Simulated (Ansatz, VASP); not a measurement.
## WS2: VASP beside Ansatz

```xyz
6
Lattice="3.1595 0.0000 0.0000 -1.5798 2.7362 0.0000 0.0000 0.0000 23.8043" Properties=species:S:1:pos:R:3 pbc="T T T"
S     0.0000    1.8242    4.5000
S     0.0000    1.8242    7.6521
S    -0.7899    3.1923   11.2921
S    -0.7899    3.1923   14.4443
W     1.5798    0.9121    6.0761
W    -2.3697    4.1044   12.8682
```

Alike in both runs: task single point; functional PBE; dispersion D3(BJ); k mesh 9 × 9 × 1; occupations gaussian, width 0.05 eV; no spin polarisation.

```csv
,VASP,Ansatz
version,VASP 6.6.1,Ansatz 0.2.0
potentials or method,"VASP PAW PBE potentials, release 64 (S, W_sv), cutoff 520 eV","scalar-relativistic, plane waves, PAW"
valence electrons in the cell,52,52
```

```tsv
	VASP	Ansatz	Ansatz less VASP
gap on the k mesh at the Fermi level (eV)	1.82	1.80	-0.014
least direct gap on the mesh (eV)	1.91	1.91	-0.003
rms of the force components (eV/Å)	0.027	0.026	-0.0005
```

Spin-orbit coupling is off throughout.
